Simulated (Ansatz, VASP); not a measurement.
**Two plane-wave programs on Ag**

```
Ag
1.0
     3.02492    0.00000    0.00000
    -1.51246    2.61966    0.00000
     0.00000    0.00000    9.56351
Ag
4
Direct
  0.33333 0.66667 0.25000
  0.66667 0.33333 0.75000
  0.00000 0.00000 0.00000
  0.00000 0.00000 0.50000
```

Change from the starting cell: strain +0.030 along x and y, +0.000 along z, atoms carried along.

Alike in both runs: task single point; functional PBE; k mesh 18 × 18 × 6; occupations gaussian, width 0.15 eV; no spin polarisation.

```csv
,VASP,Ansatz
version,VASP 6.6.1,Ansatz 0.2.0
potentials or method,"VASP PAW PBE potentials, release 64 (Ag), cutoff 520 eV","scalar-relativistic, plane waves, PAW"
valence electrons in the cell,44,76
```

|  | VASP | Ansatz | Ansatz less VASP |
| --- | --- | --- | --- |
| gap on the k mesh at the Fermi level (eV) | none | none | - |
| pressure (GPa) | -4.4 | -4.4 | +0.03 |
| traceless stress, the component that is largest in VASP (GPa) | 1.43 | 1.44 | +0.010 |

A gap of «none» marks a metal or a gap that the smearing closes. With one functional, cell and mesh, what is left measures potentials, basis and numerics. VASP's potentials hold 44 valence electrons a cell and Ansatz's 76, so a difference there can come from the potentials and not from the codes.
